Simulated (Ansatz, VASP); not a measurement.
## HfO2: VASP beside Ansatz

Contents of INCAR:

```
SYSTEM = HfO2
PREC     = Accurate       ! precision mode
ENCUT    = 520            ! plane-wave cutoff, eV
EDIFF    = 1E-7           ! SCF threshold, eV
ISMEAR   = 0              ! smearing method
SIGMA    = 0.01           ! smearing width, eV
LREAL    = .FALSE.        ! projectors in reciprocal space
LASPH    = .TRUE.         ! aspherical terms in the spheres
NELM     = 100            ! most SCF steps
ALGO     = Normal         ! electronic algorithm
ISIF     = 2              ! what is computed and relaxed
LWAVE    = .FALSE.        ! write WAVECAR
LCHARG   = .TRUE.         ! write CHGCAR
GGA      = PE             ! functional
LELF     = .TRUE.         ! ELF
LVHAR    = .TRUE.       
NBANDS   = 18             ! bands
```

Contents of KPOINTS:

```
regular mesh
0
G
  4 4 4
  0 0 0
```

Contents of POSCAR:

```
HfO2
1.0
   -0.0141400000      2.5798300000      2.5545800000
    2.6190300000     -0.0141600000      2.5546000000
    2.5705500000      2.5313700000      0.0343100000
Hf O
1 2
Direct
    0.9750981958      0.0303283427      0.0330611250
    0.2534700000      0.2413000000      0.2574000000
    0.7523100000      0.7520300000      0.6990200000
```

Input for Ansatz:

```yaml
crystal:
  lattice:
    - [-0.01414, 2.57983, 2.55458]
    - [2.61903, -0.01416, 2.5546]
    - [2.57055, 2.53137, 0.03431]
  atoms:
    - { symbol: Hf, position: [0.975098195769936, 0.03032834269577785, 0.033061125019028546] }
    - { symbol: O, position: [0.25347, 0.2413, 0.2574] }
    - { symbol: O, position: [0.75231, 0.75203, 0.69902] }
basis:
  ecutwfc: 540.0
  xc_grid: 2
kpoints:
  mp_grid:
    grid: [4, 4, 4]
hamiltonian:
  xc: pbe
scf:
  convergence:
    dr2_threshold: 1.0e-09
  occupations:
    method: fixed
output:
  forces: true
  stress: true
```

Alike in both runs: task single point; functional PBE; k mesh 4 × 4 × 4; no spin polarisation.

```csv
,VASP,Ansatz
version,VASP 6.6.1,Ansatz 0.2.0
potentials or method,"VASP PAW PBE potentials, release 64 (Hf_pv, O), cutoff 520 eV","plane waves, PAW"
occupations,"gaussian, width 0.01 eV",fixed
valence electrons in the cell,22,38
```

Ansatz gave:

```
pressure (GPa)                                                : 4.2
traceless stress, the component that is largest in VASP (GPa) : -6.58
rms of the force components (eV/Å)                            : 1.323
```

**Question.** Estimate VASP's values.

**Answer.** Pressure (GPa): 1.0; traceless stress, the component that is largest in VASP (GPa): -6.23; rms of the force components (eV/Å): 1.298.

Atom by atom the forces differ by 0.030 eV/Å (rms over components). VASP's potentials hold 22 valence electrons a cell and Ansatz's 38, so a difference there can come from the potentials and not from the codes. Ansatz's warnings: stress scf threshold loose.

The k mesh is coarse, so the values compare programs but aren't converged. Spin-orbit coupling is off throughout.
